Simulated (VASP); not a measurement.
# Pt (P6_3/mmc) in VASP: notebook

Pt is run at these levels: PBE; tasks: single point.

Program: VASP 6.6.1. These are calculated values, not measurements. Logs are shortened: lines on timing, memory, paths and dates and some standing lists are left out, and cuts for length are marked.

## (1) The cell of the first run

Symmetry: P6_3/mmc, No. 194, hexagonal system. Conventional cell: a = 2.662 Å, b = 2.662 Å, c = 4.722 Å, α = 90.00°, β = 90.00°, γ = 120.00°. Pt (site symmetry -6m2) has 12 Pt at 2.66 to 2.82 Å within 3.5 Å.

## (2) Single point, PBE

INCAR reads:

```
  ALGO = Normal
  EDIFF = 1E-6
  ENCUT = 520
  GGA = PE
  ISIF = 2
  ISMEAR = 0
  LASPH = T
  LCHARG = F
  LREAL = F
  LWAVE = F
  NBANDS = 17
  NELM = 60
  PREC = Accurate
  SIGMA = 0.15
```

KPOINTS reads:

```
k-points
0
Gamma
  18 18 10
```

POSCAR reads:

```
Pt
1.0
    2.6620000000      0.0000000000      0.0000000000
   -1.3310000000      2.3053596249      0.0000000000
    0.0000000000      0.0000000000      4.7216000000
Pt
2
Direct
    0.6666666667      0.3333333333      0.7500000000
    0.3333333333      0.6666666667      0.2500000000
```

Potentials or basis: VASP PAW PBE potentials, release 64 (Pt).

Run with:

```
> cat potpaw_PBE.64/Pt/POTCAR > POTCAR
> mpirun -np 1 vasp_std > vasp.out
```

OUTCAR:

```text
EDIFF = 1E-6
   ENCUT = 520
   GGA = PE
   ISIF = 2
   ISMEAR = 0
   LASPH = T
   LREAL = F
   NELM = 60
   PREC = Accurate

 ion  position               nearest neighbor table
   1  0.667  0.333  0.750-   2 2.82   2 2.82   2 2.82   2 2.82   2 2.82   2 2.82
   2  0.333  0.667  0.250-   1 2.82   1 2.82   1 2.82   1 2.82   1 2.82   1 2.82

  LATTYP: Found a hexagonal cell.
 ALAT       =     2.6620000000
 C/A-ratio  =     1.7737039820

  Lattice vectors:

 A1 = (   2.6620000000,   0.0000000000,   0.0000000000)
 A2 = (  -1.3310000000,   2.3053596249,   0.0000000000)
 A3 = (   0.0000000000,   0.0000000000,   4.7216000000)

Analysis of symmetry for initial positions (statically):
=====================================================================
 Subroutine PRICEL returns:
 Original cell was already a primitive cell.

 Routine SETGRP: Setting up the symmetry group for a
 hexagonal supercell.

 Subroutine GETGRP returns: Found 24 space group operations
 (whereof 12 operations were pure point group operations)
 out of a pool of 24 trial point group operations.

The static configuration has the point symmetry D_3d.
 The point group associated with its full space group is D_6h.

Analysis of symmetry for dynamics (positions and initial velocities):
=====================================================================
 Subroutine PRICEL returns:
 Original cell was already a primitive cell.

 Routine SETGRP: Setting up the symmetry group for a
 hexagonal supercell.

 Subroutine GETGRP returns: Found 24 space group operations
 (whereof 12 operations were pure point group operations)
 out of a pool of 24 trial point group operations.

The dynamic configuration has the point symmetry D_3d.
 The point group associated with its full space group is D_6h.

 Subroutine INISYM returns: Found 24 space group operations
 (whereof 12 operations are pure point group operations),
 and found     1 'primitive' translations

----------------------------------------------------------------------------------------

                                     Primitive cell

  volume of cell :      28.9758

  direct lattice vectors                    reciprocal lattice vectors
     2.662000000  0.000000000  0.000000000     0.375657400  0.216885901  0.000000000
    -1.331000000  2.305359625  0.000000000     0.000000000  0.433771803  0.000000000
     0.000000000  0.000000000  4.721600000     0.000000000  0.000000000  0.211792613

  length of vectors
     2.662000000  2.662000000  4.721600000     0.433771803  0.433771803  0.211792613

  position of ions in fractional coordinates (direct lattice)
     0.666666667  0.333333333  0.750000000
     0.333333333  0.666666667  0.250000000

  ion indices of the primitive-cell ions
   primitive index   ion index
                 1           1
                 2           2

----------------------------------------------------------------------------------------

 KPOINTS: k-points

Automatic generation of k-mesh.
 Grid dimensions read from file:
 generate k-points for:   18   18   10

 Generating k-lattice:

  Cartesian coordinates                     Fractional coordinates (reciprocal lattice)
     0.020869856  0.012049217  0.000000000     0.055555556  0.000000000  0.000000000
     0.000000000  0.024098433  0.000000000     0.000000000  0.055555556  0.000000000
     0.000000000  0.000000000  0.021179261     0.000000000  0.000000000  0.100000000

  Length of vectors
     0.024098433  0.024098433  0.021179261

  Shift w.r.t. Gamma in fractional coordinates (k-lattice)
     0.000000000  0.000000000  0.000000000

 Subroutine IBZKPT returns following result:
 ===========================================

 Found    222 irreducible k-points:

 Following reciprocal coordinates:
            Coordinates               Weight
  0.000000  0.000000  0.000000      1.000000
  0.055556  0.000000  0.000000      6.000000
  0.111111  0.000000  0.000000      6.000000
  0.166667 -0.000000  0.000000      6.000000
  0.222222 -0.000000  0.000000      6.000000
  0.277778 -0.000000  0.000000      6.000000
[... 16 lines left out ...]
  0.333333  0.111111  0.000000     12.000000
  0.388889  0.111111  0.000000     12.000000
 [... further k-points ...]
   k-points           NKPTS =    222   k-points in BZ     NKDIM =    222   number of bands    NBANDS=     17
   number of dos      NEDOS =    301   number of ions     NIONS =      2
   total plane-waves  NPLWV =  14400
   dimension x,y,z NGX =    20 NGY =   20 NGZ =   36
   dimension x,y,z NGXF=    40 NGYF=   40 NGZF=   72
   ions per type =               2
   NGX,Y,Z   is equivalent  to a cutoff of  12.49, 12.49, 12.68 a.u.
   NGXF,Y,Z  is equivalent  to a cutoff of  24.98, 24.98, 25.35 a.u.
 SYSTEM =  unknown system
   PREC   = accura    normal or accurate (medium, high low for compatibility)
   ISTART =      0    job   : 0-new  1-cont  2-samecut
   ICHARG =      2    charge: 1-file 2-atom 10-const
   ISPIN  =      1    spin polarized calculation?
   LNONCOLLINEAR =      F non collinear calculations
   LSORBIT =      F    spin-orbit coupling
   LASPH  =      T    aspherical Exc in radial PAW
   ENCUT  =  520.0 eV  38.22 Ry    6.18 a.u.   4.95  4.95  8.78*2*pi/ulx,y,z
   NELM   =     60;   NELMIN=  2; NELMDL= -5     # of ELM steps
   EDIFF  = 0.1E-05   stopping-criterion for ELM
   LREAL  =      F    real-space projection
   EDIFFG = 0.1E-04   stopping-criterion for IOM
   NSW    =      0    number of steps for IOM
   IBRION =     -1    ionic relax: 0-MD 1-quasi-New 2-CG
   NFREE  =      0    steps in history (QN), initial steepest desc. (CG)
   ISIF   =      2    stress and relaxation
   ISYM   =      2    0-nonsym 1-usesym 2-fastsym
   POTIM  = 0.5000    time-step for ionic-motion
   TEBEG  =    0.0;   TEEND  =   0.0 temperature during run
   PSTRESS=    0.0 pullay stress
   NELECT =      20.0000    total number of electrons
   NUPDOWN=      -1.0000    fix difference up-down
   EMIN   =  10.00;   EMAX   =-10.00  energy-range for DOS
   EFERMI =   0.00;   METHOD = LEGACY
   ISMEAR =     0;   SIGMA  =   0.15  broadening in eV -4-tet -1-fermi 0-gaus
   EFERMI_NEDOS =   21; number of points for ismear=-14 and -15
   IALGO  =     38    algorithm
   IMIX   =      4    mixing-type and parameters
     AMIX     =   0.40;   BMIX     =  1.00
     AMIX_MAG =   1.60;   BMIX_MAG =  1.00
  volume/ion in A,a.u.               =      14.49        97.77
  Fermi-wavevector in a.u.,A,eV,Ry     =   1.446792  2.734041 28.479823  2.093208
  Thomas-Fermi vector in A             =   2.564821
   LORBIT       =      0    0 simple, 1 ext, 2 COOP (PROOUT), +10 PAW based schemes
   GGA     = PE    functional components
   LHFCALC =     F    Hartree Fock is set to
   AEXX    =    0.0000 exact exchange contribution
   IVDW    =     0    specifies the selected vdW correction
   LEPSILON=     F    determine dielectric tensor
   LRPA    =     F    only Hartree local field effects (RPA)
 non-spin polarized calculation
 Gauss-broadening in eV      SIGMA  =   0.15
  energy-cutoff  :      520.00
  volume of cell :       28.98
 maximum number of plane-waves:       807
 NGX is ok and might be reduce to    20

 number of electron      20.0000003 magnetization

 Free energy of the ion-electron system (eV)
  ---------------------------------------------------
  ext. energy  EPLUGINS =         0.00000000
  ---------------------------------------------------
  free energy    TOTEN  =       -11.89929541 eV

  energy without entropy =      -11.86598342  energy(sigma->0) =      -11.88263941

 E-fermi :  12.0116     XC(G=0): -13.7242

 val. band max:       12.0077526401   @ k =   0.3333   0.1111   0.1000
 cond. band min:      12.0143077043   @ k =   0.3889  -0.0000   0.5000
 fundamental gap:      0.0065550642
 Fermi energy:        12.0116376905

 k-point     1 :       0.0000    0.0000    0.0000
  band No.  band energies     occupation
      1       1.3720      2.00000
      2       3.9963      2.00000
      3       7.3331      2.00000
      4       8.0768      2.00000
      5       8.0768      2.00000
      6       8.4629      2.00000
[... 9 lines left out ...]
     16      29.2315      0.00000
     17      34.3663      0.00000

 k-point     2 :       0.0556    0.0000    0.0000
  band No.  band energies     occupation
      1       1.4972      2.00000
      2       4.1158      2.00000
      3       7.3483      2.00000
      4       8.0406      2.00000
      5       8.1768      2.00000
      6       8.3936      2.00000
[... 9 lines left out ...]
     16      29.4421      0.00000
     17      33.6103      0.00000

 k-point     3 :       0.1111    0.0000    0.0000
  band No.  band energies     occupation
      1       1.8626      2.00000
      2       4.4524      2.00000
      3       7.3220      2.00000
      4       7.9971      2.00000
      5       8.2526      2.00000
      6       8.4722      2.00000
[... 9 lines left out ...]
     16      29.9276      0.00000
     17      32.0283      0.00000

 k-point     4 :       0.1667   -0.0000    0.0000
  band No.  band energies     occupation
      1       2.4333      2.00000
      2       4.9201      2.00000
      3       7.1955      2.00000
      4       7.8213      2.00000
      5       8.1488      2.00000
      6       8.4072      2.00000
[... 9 lines left out ...]
     16      30.1714      0.00000
     17      30.7916      0.00000

 k-point     5 :       0.2222   -0.0000    0.0000
  band No.  band energies     occupation
      1       3.1388      2.00000
      2       5.2959      2.00000
      3       7.2058      2.00000
      4       7.3689      2.00000
      5       7.5742      2.00000
      6       8.9015      2.00000
[... 9 lines left out ...]
     16      29.6382      0.00000
     17      30.6554      0.00000

 k-point     6 :       0.2778   -0.0000    0.0000
  band No.  band energies     occupation
      1       3.8512      2.00000
      2       5.3269      2.00000
      3       6.7118      2.00000
      4       7.4008      2.00000
      5       7.6599      2.00000
      6       8.8124      2.00000
[... 9 lines left out ...]
     16      28.2116      0.00000
     17      30.8057      0.00000

 k-point     7 :       0.3333    0.0000    0.0000
  band No.  band energies     occupation
      1       4.3868      2.00000
      2       5.1373      2.00000
      3       6.1894      2.00000
      4       7.5372      2.00000
      5       8.2665      2.00000
      6       8.4931      2.00000
[... 9 lines left out ...]
     16      26.8786      0.00000
     17      28.5948      0.00000

 k-point     8 :       0.3889   -0.0000    0.0000
  band No.  band energies     occupation
      1       4.6348      2.00000
      2       4.9364      2.00000
      3       5.8102      2.00000
      4       7.9276      2.00000
      5       8.2467      2.00000
      6       8.7300      2.00000
[... 9 lines left out ...]
     16      25.9444      0.00000
     17      26.1339      0.00000
[... 203 lines left out ...]
      1       2.7681      2.00000
      2       5.2208      2.00000
      3       6.9997      2.00000
      4       7.8332      2.00000
      5       7.8418      2.00000
      6       8.2752      2.00000
[... 9 lines left out ...]
     16      29.3248      0.00000
     17      30.0378      0.00000

 k-point    20 :       0.1667    0.1111    0.0000
  band No.  band energies     occupation
      1       3.4693      2.00000
      2       5.6671      2.00000
      3       6.8217      2.00000
      4       7.2141      2.00000
      5       7.6365      2.00000
      6       8.6236      2.00000
[... 9 lines left out ...]
     16      28.9570      0.00000
     17      30.2375      0.00000

 k-point    21 :       0.2222    0.1111    0.0000
  band No.  band energies     occupation
      1       4.2057      2.00000
      2       5.7324      2.00000
      3       6.6574      2.00000
      4       6.9960      2.00000
      5       7.6223      2.00000
      6       8.3714      2.00000
[... 9 lines left out ...]
     16      28.0430      0.00000
     17      30.5581      0.00000

 k-point    22 :       0.2778    0.1111    0.0000
  band No.  band energies     occupation
      1       4.7874      2.00000
      2       5.5122      2.00000
      3       6.2028      2.00000
      4       7.3253      2.00000
      5       7.9999      2.00000
      6       8.1697      2.00000
[... 9 lines left out ...]
     16      27.2616      0.00000
     17      28.9244      0.00000

 k-point    23 :       0.3333    0.1111    0.0000
  band No.  band energies     occupation
      1       5.0603      2.00000
      2       5.2942      2.00000
      3       5.8681      2.00000
      4       7.7946      2.00000
      5       8.0575      2.00000
      6       8.4732      2.00000
[... 9 lines left out ...]
     16      26.6189      0.00000
     17      26.7453      0.00000

 k-point    24 :       0.3889    0.1111    0.0000
  band No.  band energies     occupation
      1       5.0658      2.00000
      2       5.2093      2.00000
      3       5.6635      2.00000
      4       8.0273      2.00000
      5       8.3215      2.00000
      6       8.4580      2.00000
[... 9 lines left out ...]
     16      25.0710      0.00000
     17      26.1361      0.00000

 [... further k-points ...]
[... 5 lines left out ...]
  --------------------------------------------------------------------------------------
  -------------------------------------------------------------------------------------
  Total        5.4184216      5.4184216      3.3387412     -0.0000000      0.0000000      0.0000000
  in kB      299.6038927    299.6038927    184.6109304     -0.0000000      0.0000000      0.0000000
  external PRESSURE =     261.2729053 kB  Pullay stress =       0.0000000 kB

 VOLUME and BASIS-vectors are now :
 -----------------------------------------------------------------------------
  energy-cutoff  :      520.00
  volume of cell :       28.98
      direct lattice vectors                 reciprocal lattice vectors
     2.662000000  0.000000000  0.000000000     0.375657400  0.216885901  0.000000000
    -1.331000000  2.305359625  0.000000000     0.000000000  0.433771803  0.000000000
     0.000000000  0.000000000  4.721600000     0.000000000  0.000000000  0.211792613

 POSITION                                       TOTAL-FORCE (eV/Angst)
 -----------------------------------------------------------------------------------
      1.33100      0.76845      3.54120         0.000000      0.000000      0.000000
     -0.00000      1.53691      1.18040        -0.000000     -0.000000      0.000000
 -----------------------------------------------------------------------------------
    total drift:                               -0.000000      0.000000     -0.000000

  FREE ENERGIE OF THE ION-ELECTRON SYSTEM (eV)
  ---------------------------------------------------
  free  energy   TOTEN  =       -11.8992954052 eV

  energy  without entropy=      -11.8659834153  energy(sigma->0) =      -11.88263941
```

Run time: 77 s. Hardware: 1 thread of Intel Xeon Platinum 8259CL at 2.50GHz (Skylake/Cascade Lake), shared host; peak memory 0.21 GiB.

Results:

| Quantity | Value |
| --- | --- |
| Free energy | -11.8993 eV |
| Pressure | 26.1 GPa |
| Band gap on the k mesh | zero (band 10 reaches 12.70 eV, above the bottom of band 11 at 11.16 eV) |

Levels at points of the mesh, in eV from the Fermi level:
| k point | band 6 | band 7 | band 8 | band 9 | band 10 | band 11 | band 12 | band 13 | band 14 | band 15 |
| --- | --- | --- | --- | --- | --- | --- | --- | --- | --- | --- |
| (0.00, 0.00, 0.00) | -3.55 | -3.55 | -1.90 | -1.90 | -1.26 | -0.22 | -0.22 | 4.99 | 15.07 | 15.30 |
| (0.50, 0.00, 0.00) | -3.40 | -2.91 | -0.04 | 0.49 | 0.69 | 2.49 | 4.13 | 7.75 | 9.08 | 10.32 |
| (0.00, 0.00, 0.50) | -3.90 | -3.90 | -3.90 | -0.86 | -0.86 | -0.86 | -0.86 | 12.06 | 12.06 | 15.59 |
| (0.50, 0.00, 0.50) | -2.00 | -1.04 | -1.04 | 0.60 | 0.60 | 1.69 | 1.69 | 7.27 | 7.27 | 14.24 |

Caveat: spin-orbit coupling is left out, which moves the levels of the heavy elements.

## (3) Single point, PBE

This run uses another cell than the first one, of the same volume but with other edges.

INCAR reads:

```
SYSTEM = Pt
ALGO = Normal
EDIFF = 1E-6
ENCUT = 520
GGA = PE
ISIF = 2
ISMEAR = 0
LASPH = .True.
LCHARG = .True.
LELF = .True.
LREAL = .False.
LVHAR = .True.
LWAVE = .False.
NBANDS = 17
NELM = 80
PREC = Accurate
SIGMA = 0.15
```

KPOINTS reads:

```
k-points
0
Gamma
  18 18 10
  0 0 0
```

POSCAR reads:

```
Pt
1.0
    2.6137000000      0.0000000000      0.0000000000
   -1.3068500000      2.2635305979      0.0000000000
    0.0000000000      0.0000000000      4.9009000000
Pt
2
Direct
    0.6666666667      0.3333333333      0.7500000000
    0.3333333333      0.6666666667      0.2500000000
```

Potentials or basis: VASP PAW PBE potentials, release 64 (Pt).

Run with:

```
> cat potpaw_PBE.64/Pt/POTCAR > POTCAR
> mpirun -np 1 vasp_std > vasp.out
```

It took 73 s on 1 thread of Intel Xeon Platinum 8259CL at 2.50GHz (Skylake/Cascade Lake), shared host; peak memory 0.21 GiB.

The run converged. Its results:

```
Free energy            : -11.7587 eV
Pressure               : 30.3 GPa
Band gap on the k mesh : zero (band 10 reaches 12.93 eV, above the bottom of band 11 at 11.19 eV)
```

Stress tensor (GPa, compression positive):
```
40.93  0.00  0.00
 0.00 40.93  0.00
 0.00  0.00  8.97
```

Levels at points of the mesh, in eV from the Fermi level:
```
           k point  band 7  band 8  band 9  band 10  band 11  band 12  band 13  band 14
(0.00, 0.00, 0.00)   -3.67   -1.60   -1.47    -1.47    -0.13    -0.13     4.25    14.38
(0.50, 0.00, 0.00)   -2.62   -0.18    0.82     0.96     2.58     4.26     7.92     8.69
(0.00, 0.00, 0.50)   -3.90   -3.90   -0.68    -0.68    -0.68    -0.68    10.86    10.86
(0.50, 0.00, 0.50)   -1.02   -1.02    0.90     0.90     1.71     1.71     7.63     7.63
```

Caveat: spin-orbit coupling is left out, which moves the levels of the heavy elements.

[end of part 1 of 2]
